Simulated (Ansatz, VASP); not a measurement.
# FeSi: VASP beside Ansatz

File INCAR:

```
SYSTEM = FeSi
PREC = Accurate
ENCUT = 520
EDIFF = 1E-6
ISMEAR = 0
SIGMA = 0.05
LREAL = .FALSE.
LASPH = .TRUE.
NELM = 100
ALGO = Normal
ISIF = 2
LWAVE = .FALSE.
LCHARG = .FALSE.
GGA = PE
NBANDS = 34
```

File KPOINTS:

```
regular mesh
0
G
  8 8 8
  0 0 0
```

The input POSCAR:

```
FeSi
1.0
    4.4479877392      0.0000000000      0.0000000000
    0.0000000000      4.4479877392      0.0000000000
    0.0000000000      0.0000000000      4.4479877392
Fe Si
4 4
Direct
    0.1359950305      0.1359950305      0.1359950305
    0.3640049695      0.8640049695      0.6359950305
    0.6359950305      0.3640049695      0.8640049695
    0.8640049695      0.6359950305      0.3640049695
    0.8407182958      0.8407182958      0.8407182958
    0.6592817042      0.1592817042      0.3407182958
    0.3407182958      0.6592817042      0.1592817042
    0.1592817042      0.3407182958      0.6592817042
```

Input for Ansatz:

```yaml
crystal:
  lattice:
    - [4.4479877392, 0.0, 0.0]
    - [0.0, 4.4479877392, 0.0]
    - [0.0, 0.0, 4.4479877392]
  atoms:
    - { symbol: Fe, position: [0.1359950305, 0.1359950305, 0.1359950305] }
    - { symbol: Fe, position: [0.3640049695, 0.8640049695, 0.6359950305] }
    - { symbol: Fe, position: [0.6359950305, 0.3640049695, 0.8640049695] }
    - { symbol: Fe, position: [0.8640049695, 0.6359950305, 0.3640049695] }
    - { symbol: Si, position: [0.8407182958, 0.8407182958, 0.8407182958] }
    - { symbol: Si, position: [0.6592817042, 0.1592817042, 0.3407182958] }
    - { symbol: Si, position: [0.3407182958, 0.6592817042, 0.1592817042] }
    - { symbol: Si, position: [0.1592817042, 0.3407182958, 0.6592817042] }
basis:
  ecutwfc: 420
  ecutrho_ratio: 4
kpoints:
  mp_grid: { grid: [8, 8, 8] }
hamiltonian:
  xc: pbe
scf:
  occupations: { method: gaussian, width: 0.05 }
output:
  forces: true
  stress: true
  eigenvalues: true
```

Alike in both runs: task single point; functional PBE; k mesh 8 × 8 × 8; occupations gaussian, width 0.05 eV; no spin polarisation.

|  | VASP | Ansatz |
| --- | --- | --- |
| version | VASP 6.6.1 | Ansatz 0.2.0 |
| potentials or method | VASP PAW PBE potentials, release 64 (Fe, Si), cutoff 520 eV | scalar-relativistic, plane waves, PAW |
| valence electrons in the cell | 48 | 80 |

Ansatz gave:

| Item | Value |
| --- | --- |
| gap on the k mesh at the Fermi level (eV) | 0.17 |
| least direct gap on the mesh (eV) | 0.18 |
| pressure (GPa) | 0.0 |
| rms of the force components (eV/Å) | 0.000 |

Problem. What did VASP give for the same quantities?

Solution. gap on the k mesh at the Fermi level (eV): 0.16; least direct gap on the mesh (eV): 0.17; pressure (GPa): 0.2; rms of the force components (eV/Å): 0.015.

Atom by atom the forces differ by 0.014 eV/Å (rms over components). VASP's potentials hold 48 valence electrons a cell and Ansatz's 80, so a difference there can come from the potentials and not from the codes.
